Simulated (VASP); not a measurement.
# HC10 in VASP: relaxation of the atoms with PBE+D3(BJ)

Aim: the relaxation of the atoms of HC10 with PBE+D3(BJ).

Everything below comes from runs of VASP 6.6.1. Logs are shortened: lines on timing, memory, paths and dates and some standing lists are left out, and cuts for length are marked.

### Step 1. The cell of the first run

The cell holds a slab with vacuum, 11 atoms: a = 2.465 Å, b = 2.465 Å, c = 32.481 Å, α = 90.00°, β = 90.00°, γ = 120.00°.

### Step 2. Relaxation of the atoms, PBE+D3(BJ)

Contents of INCAR:

```
SYSTEM = HC10
PREC = Accurate ; ENCUT = 520
EDIFF = 1E-6 ; ISMEAR = 0
SIGMA = 0.1 ; LREAL = .FALSE.
LASPH = .TRUE. ; NELM = 100
ALGO = Normal ; ISIF = 2
LWAVE = .FALSE. ; LCHARG = .FALSE.
LDIPOL = .TRUE. ; IDIPOL = 3
DIPOL = 0.5 0.5 0.485 ; GGA = PE
IVDW = 12 ; IBRION = 2
NSW = 90 ; EDIFFG = -0.03
```

Contents of KPOINTS:

```
Automatic mesh
0
G
  12 12 1
  0 0 0
```

Contents of POSCAR:

```
HC10
1.0
    2.4649634496      0.0000000000      0.0000000000
   -1.2324817248      2.1347209668      0.0000000000
    0.0000000000      0.0000000000     32.4810787678
C H
10 1
Selective dynamics
Direct
    0.0000000000      0.0000000000      0.2616908206  F F F
    0.6666666667      0.3333333333      0.2616908157  F F F
    0.0000000000      0.0000000000      0.3654518341  F F F
    0.3333333333      0.6666666667      0.3654518293  F F F
    0.0000000000      0.0000000000      0.4692128476  T T T
    0.6666666667      0.3333333333      0.4692128428  T T T
    0.0000000000      0.0000000000      0.5729738612  T T T
    0.3333333333      0.6666666667      0.5729738563  T T T
    0.0000000000      0.0000000000      0.6767348747  T T T
    0.6666666667      0.3333333333      0.6767348698  T T T
    0.3333333333      0.6666666667      0.6471792061  T T T
```

Potentials or basis: VASP PAW PBE potentials, release 64 (C, H).

On the command line:

```sh
cat potpaw_PBE.64/C/POTCAR potpaw_PBE.64/H/POTCAR > POTCAR
mpirun -np 1 vasp_std > vasp.out
```

OUTCAR:

```text
SYSTEM = HC10
   PREC = Accurate
   ENCUT = 520
   EDIFF = 1E-6
   ISMEAR = 0
   LREAL = .FALSE.
   LASPH = .TRUE.
   NELM = 100
   ISIF = 2
   GGA = PE
   IVDW = 12
   IBRION = 2
   NSW = 90
   EDIFFG = -0.03
 IVDW          = 12

 ion  position               nearest neighbor table
   1  0.000  0.000  0.262-   2 1.42   2 1.42   2 1.42
   2  0.667  0.333  0.262-   1 1.42   1 1.42   1 1.42
   3  0.000  0.000  0.365-   4 1.42   4 1.42   4 1.42
   4  0.333  0.667  0.365-   3 1.42   3 1.42   3 1.42
   5  0.000  0.000  0.469-   6 1.42   6 1.42   6 1.42
   6  0.667  0.333  0.469-   5 1.42   5 1.42   5 1.42
   7  0.000  0.000  0.573-   8 1.42   8 1.42   8 1.42
   8  0.333  0.667  0.573-   7 1.42   7 1.42   7 1.42
   9  0.000  0.000  0.677-  10 1.42  10 1.42  10 1.42
  10  0.667  0.333  0.677-   9 1.42   9 1.42   9 1.42
  11  0.333  0.667  0.647-

  LATTYP: Found a hexagonal cell.
 ALAT       =     2.4649634496
 C/A-ratio  =    13.1771036090

  Lattice vectors:

 A1 = (   2.4649634496,   0.0000000000,   0.0000000000)
 A2 = (  -1.2324817248,   2.1347209668,   0.0000000000)
 A3 = (   0.0000000000,   0.0000000000,  32.4810787678)

Analysis of symmetry for initial positions (statically):
=====================================================================
 Subroutine PRICEL returns:
 Original cell was already a primitive cell.

 Routine SETGRP: Setting up the symmetry group for a
 hexagonal supercell.

 Subroutine GETGRP returns: Found  6 space group operations
 (whereof  6 operations were pure point group operations)
 out of a pool of 24 trial point group operations.

The static configuration has the point symmetry C_3v.

Analysis of symmetry for dynamics (positions and initial velocities):
=====================================================================
 Subroutine PRICEL returns:
 Original cell was already a primitive cell.

 Routine SETGRP: Setting up the symmetry group for a
 hexagonal supercell.

 Subroutine GETGRP returns: Found  6 space group operations
 (whereof  6 operations were pure point group operations)
 out of a pool of 24 trial point group operations.

The dynamic configuration has the point symmetry C_3v.

Analysis of constrained symmetry for selective dynamics:
=====================================================================
 Subroutine PRICEL returns:
 Original cell was already a primitive cell.

 Routine SETGRP: Setting up the symmetry group for a
 hexagonal supercell.

 Subroutine GETGRP returns: Found  6 space group operations
 (whereof  6 operations were pure point group operations)
 out of a pool of 24 trial point group operations.

The constrained configuration has the point symmetry C_3v.

 Subroutine INISYM returns: Found  6 space group operations
 (whereof  6 operations are pure point group operations),
 and found     1 'primitive' translations

----------------------------------------------------------------------------------------

                                     Primitive cell

  volume of cell :     170.9157

  direct lattice vectors                    reciprocal lattice vectors
     2.464963450  0.000000000  0.000000000     0.405685529  0.234222649  0.000000000
    -1.232481725  2.134720967  0.000000000     0.000000000  0.468445298  0.000000000
     0.000000000  0.000000000 32.481078768     0.000000000  0.000000000  0.030787155

  length of vectors
     2.464963450  2.464963450 32.481078768     0.468445298  0.468445298  0.030787155

  position of ions in fractional coordinates (direct lattice)
     0.000000000  0.000000000  0.261690821
     0.666666667  0.333333333  0.261690816
     0.000000000  0.000000000  0.365451834
     0.333333333  0.666666667  0.365451829
     0.000000000  0.000000000  0.469212848
     0.666666667  0.333333333  0.469212843
     0.000000000  0.000000000  0.572973861
[... 48 lines left out ...]
  0.083333  0.000000  0.000000      6.000000
  0.166667 -0.000000  0.000000      6.000000
  0.250000  0.000000  0.000000      6.000000
  0.333333  0.000000  0.000000      6.000000
  0.416667  0.000000  0.000000      6.000000
[... 11 lines left out ...]
  0.333333  0.250000  0.000000     12.000000
  0.333333  0.333333  0.000000      2.000000
   k-points           NKPTS =     19   k-points in BZ     NKDIM =     19   number of bands    NBANDS=     26
   number of dos      NEDOS =    301   number of ions     NIONS =     11
   total plane-waves  NPLWV =  81000
   dimension x,y,z NGX =    18 NGY =   18 NGZ =  250
   dimension x,y,z NGXF=    36 NGYF=   36 NGZF=  500
   ions per type =              10   1
   NGX,Y,Z   is equivalent  to a cutoff of  12.14, 12.14, 12.80 a.u.
   NGXF,Y,Z  is equivalent  to a cutoff of  24.28, 24.28, 25.59 a.u.
 SYSTEM =  HC10
   PREC   = accura    normal or accurate (medium, high low for compatibility)
   ISTART =      0    job   : 0-new  1-cont  2-samecut
   ICHARG =      2    charge: 1-file 2-atom 10-const
   ISPIN  =      1    spin polarized calculation?
   LNONCOLLINEAR =      F non collinear calculations
   LSORBIT =      F    spin-orbit coupling
   LASPH  =      T    aspherical Exc in radial PAW
   ENCUT  =  520.0 eV  38.22 Ry    6.18 a.u.   4.58  4.58 60.39*2*pi/ulx,y,z
   NELM   =    100;   NELMIN=  2; NELMDL= -5     # of ELM steps
   EDIFF  = 0.1E-05   stopping-criterion for ELM
   LREAL  =      F    real-space projection
   EDIFFG = -.3E-01   stopping-criterion for IOM
   NSW    =     90    number of steps for IOM
   IBRION =      2    ionic relax: 0-MD 1-quasi-New 2-CG
   NFREE  =      1    steps in history (QN), initial steepest desc. (CG)
   ISIF   =      2    stress and relaxation
   ISYM   =      2    0-nonsym 1-usesym 2-fastsym
   POTIM  = 0.5000    time-step for ionic-motion
   TEBEG  =    0.0;   TEEND  =   0.0 temperature during run
   PSTRESS=    0.0 pullay stress
   NELECT =      41.0000    total number of electrons
   NUPDOWN=      -1.0000    fix difference up-down
   EMIN   =  10.00;   EMAX   =-10.00  energy-range for DOS
   EFERMI =   0.00;   METHOD = LEGACY
   ISMEAR =     0;   SIGMA  =   0.10  broadening in eV -4-tet -1-fermi 0-gaus
   EFERMI_NEDOS =   21; number of points for ismear=-14 and -15
   IALGO  =     38    algorithm
   IMIX   =      4    mixing-type and parameters
     AMIX     =   0.40;   BMIX     =  1.00
     AMIX_MAG =   1.60;   BMIX_MAG =  1.00
  volume/ion in A,a.u.               =      15.54       104.85
  Fermi-wavevector in a.u.,A,eV,Ry     =   1.017206  1.922240 14.078048  1.034707
  Thomas-Fermi vector in A             =   2.150593
   LORBIT       =      0    0 simple, 1 ext, 2 COOP (PROOUT), +10 PAW based schemes
   GGA     = PE    functional components
   LHFCALC =     F    Hartree Fock is set to
   AEXX    =    0.0000 exact exchange contribution
   IVDW    =    12    specifies the selected vdW correction
   LEPSILON=     F    determine dielectric tensor
   LRPA    =     F    only Hartree local field effects (RPA)
 conjugate gradient relaxation of ions
 non-spin polarized calculation
 Gauss-broadening in eV      SIGMA  =   0.10
  energy-cutoff  :      520.00
  volume of cell :      170.92
 maximum number of plane-waves:      4670
   NGX =  9   NGY =  9   NGZ =121

--------------------------------------- Ionic step        1  -------------------------------------------

 number of electron      40.9999989 magnetization

 Free energy of the ion-electron system (eV)
  ---------------------------------------------------
  ext. energy  EPLUGINS =         0.00000000
  ---------------------------------------------------
  free energy    TOTEN  =       -91.82528704 eV

  energy without entropy =      -91.81847025  energy(sigma->0) =      -91.82187864

------------------------ aborting loop because EDIFF is reached ----------------------------------------

 Edisp (eV)   -1.55468

 E8    (eV) :    -0.4408
[... 132 lines left out ...]
  FREE ENERGIE OF THE ION-ELECTRON SYSTEM (eV)
  ---------------------------------------------------
  free  energy   TOTEN  =       -93.8150448714 eV

  energy  without entropy=      -93.8051298549  energy(sigma->0) =      -93.81008736

 dipolmoment           0.000000      0.000000      0.010786 electrons x Angstroem

[... ionic steps 4 to 29 ...]

--------------------------------------- Ionic step       30  -------------------------------------------

 number of electron      40.9999987 magnetization

------------------------ aborting loop because EDIFF is reached ----------------------------------------
[... 46 lines left out ...]
 number of electron      40.9999987 magnetization

------------------------ aborting loop because EDIFF is reached ----------------------------------------

 vacuum level on the upper side and lower side of the slab       (xc-potential included)        -0.331         0.012

 Edisp (eV)   -1.44500

 E8    (eV) :    -0.4104

  FORCE on cell =-STRESS in cart. coord.  units (eV):
  Direction    XX          YY          ZZ          XY          YZ          ZX
  --------------------------------------------------------------------------------------
  -------------------------------------------------------------------------------------
  Total       3.48679     3.48679    -0.21979     0.00000     0.00000     0.00000
  in kB      32.68546    32.68546    -2.06033     0.00000     0.00000     0.00000
  external pressure =       21.10 kB  Pullay stress =        0.00 kB
[... 32 lines left out ...]
--------------------------------------- Ionic step       32  -------------------------------------------

 number of electron      40.9999987 magnetization

 dipolmoment           0.000000      0.000000     -0.008528 electrons x Angstroem

 Free energy of the ion-electron system (eV)
  ---------------------------------------------------
  ext. energy  EPLUGINS =         0.00000000
  ---------------------------------------------------
  free energy    TOTEN  =       -93.59868060 eV

  energy without entropy =      -93.59026590  energy(sigma->0) =      -93.59447325

 E-fermi :   0.6453     XC(G=0):  -5.8035

 val. band max:        0.6404932356   @ k =   0.3333   0.3333   0.0000
 cond. band min:       0.6806860837   @ k =   0.2500   0.2500   0.0000
 fundamental gap:      0.0401928481
 Fermi energy:         0.6452930141

 k-point     1 :       0.0000    0.0000    0.0000
  band No.  band energies     occupation
      1     -19.7059      2.00000
      2     -19.2466      2.00000
      3     -18.9679      2.00000
      4     -18.8892      2.00000
      5     -18.7798      2.00000
      6      -9.9245      2.00000
[... 540 lines left out ...]
     25       1.1680      0.00000
     26       8.0897      0.00000

------------------------ aborting loop because EDIFF is reached ----------------------------------------

 vacuum level on the upper side and lower side of the slab       (xc-potential included)        -0.327        -0.018

 Edisp (eV)   -1.44515

 E8    (eV) :    -0.4105

  FORCE on cell =-STRESS in cart. coord.  units (eV):
  Direction    XX          YY          ZZ          XY          YZ          ZX
  --------------------------------------------------------------------------------------
  -------------------------------------------------------------------------------------
  Total       3.45731     3.45731    -0.24435     0.00000     0.00000    -0.00000
  in kB      32.40911    32.40911    -2.29059     0.00000     0.00000    -0.00000
  external pressure =       20.84 kB  Pullay stress =        0.00 kB
[... 26 lines left out ...]
  FREE ENERGIE OF THE ION-ELECTRON SYSTEM (eV)
  ---------------------------------------------------
  free  energy   TOTEN  =       -95.0438269204 eV

  energy  without entropy=      -95.0354122146  energy(sigma->0) =      -95.03961957

 reached required accuracy - stopping structural energy minimisation

 vacuum level on the upper side and lower side of the slab         4.452         4.763
```

It took 45 min on 1 thread of Intel Xeon Platinum 8259CL at 2.50GHz (Skylake/Cascade Lake), shared host; peak memory 0.32 GiB.

Results:

```yaml
Free_energy: -95.0438 eV
Band_gap_on_the_k_mesh: zero (an odd number of electrons rules out a gap without spin polarisation)
Dispersion_energy_per_atom: -0.131 eV
```

Final structure:
```cif
data_structure
_symmetry_space_group_name_H-M 'P 1'
_symmetry_Int_Tables_number 1
_cell_length_a 2.4650
_cell_length_b 2.4650
_cell_length_c 32.4811
_cell_angle_alpha 90.000
_cell_angle_beta 90.000
_cell_angle_gamma 120.000
_cell_volume 170.92
loop_
_atom_site_label
_atom_site_type_symbol
_atom_site_fract_x
_atom_site_fract_y
_atom_site_fract_z
_atom_site_occupancy
C1 C 0.00000 0.00000 0.26169 1
C2 C 0.66667 0.33333 0.26169 1
C3 C 0.00000 0.00000 0.36545 1
C4 C 0.33333 0.66667 0.36545 1
C5 C 0.00000 0.00000 0.47206 1
C6 C 0.66667 0.33333 0.47189 1
C7 C 0.00000 0.00000 0.56734 1
C8 C 0.33333 0.66667 0.57539 1
C9 C 0.00000 0.00000 0.69321 1
C10 C 0.66667 0.33333 0.69322 1
H1 H 0.33333 0.66667 0.61140 1
```

Levels at points of the mesh, in eV from the Fermi level:
```
           k point  band 19  band 20  band 21  band 22  band 23  band 24
(0.00, 0.00, 0.00)    -2.98    -2.98    -0.61     3.32     3.57     4.27
(0.50, 0.00, 0.00)    -2.45    -2.19    -0.53     1.24     1.51     1.65
```

The gap in the log of VASP goes by the Fermi energy; the results here count the filled bands.